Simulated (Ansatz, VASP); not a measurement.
## Pd: VASP beside Ansatz

```
Pd
1.0
     0.00000    1.75277    1.75277
     1.75277    0.00000    1.75277
     1.75277    1.75277    0.00000
Pd
1
Direct
  0.00000 0.00000 0.00000
```

Change from the starting cell: volume scaled by 0.76, crystal datasets.

Alike in both runs: task single point; functional LDA; k mesh 17 × 17 × 17; occupations fermi-dirac, width 0.1 eV; no spin polarisation.

```csv
,VASP,Ansatz
version,VASP 6.6.1,Ansatz 0.2.0
potentials or method,"VASP PAW LDA potentials, release 64 (Pd), cutoff 500 eV","all-electron PAW with datasets made for the crystal, scalar-relativistic"
```

```tsv
	VASP	Ansatz	Ansatz less VASP
pressure (GPa)	128.8	127.8	-1.02
```

LDA's correlation is that of Perdew and Zunger in VASP and of Perdew and Wang (1992) in Ansatz. Both programs put the cell under a high pressure, so it lies far from rest at this level. Ansatz ran all-electron here, and VASP with PAW potentials.

Noted on VASP's run: the cell as given lies far from equilibrium.
